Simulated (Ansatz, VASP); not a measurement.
## Al2O3: VASP beside Ansatz

```
Al O
1.0
     2.68729    0.00000    0.00000
    -1.34364    2.32726    0.00000
     0.00000    0.00000    8.65146
Al O
2 3
Direct
  0.00000 0.00000 0.18094
  0.00000 0.00000 0.81906
  0.33333 0.66667 0.26801
  0.66667 0.33333 0.00000
  0.33333 0.66667 0.73199
```

Alike in both runs: task single point; functional r2SCAN; k mesh 12 × 12 × 4; occupations gaussian, width 0.05 eV; no spin polarisation.

|  | VASP | Ansatz |
| --- | --- | --- |
| version | VASP 6.6.1 | Ansatz 0.2.0 |
| potentials or method | VASP PAW PBE potentials, release 64 (Al, O), cutoff 520 eV | scalar-relativistic, plane waves, PAW |
| valence electrons in the cell | 24 | 24 |

|  | VASP | Ansatz | Ansatz less VASP |
| --- | --- | --- | --- |
| gap on the k mesh at the Fermi level (eV) | 5.32 | 5.30 | -0.027 |
| least direct gap on the mesh (eV) | 5.32 | 5.30 | -0.027 |
| pressure (GPa) | 14.0 | 13.8 | -0.20 |
| traceless stress, the component that is largest in VASP (GPa) | -43.41 | -42.85 | +0.562 |
| rms of the force components (eV/Å) | 0.976 | 0.979 | +0.0027 |

VASP's potentials were made for PBE, not for r2SCAN. Atom by atom the forces differ by 0.006 eV/Å (rms over components).
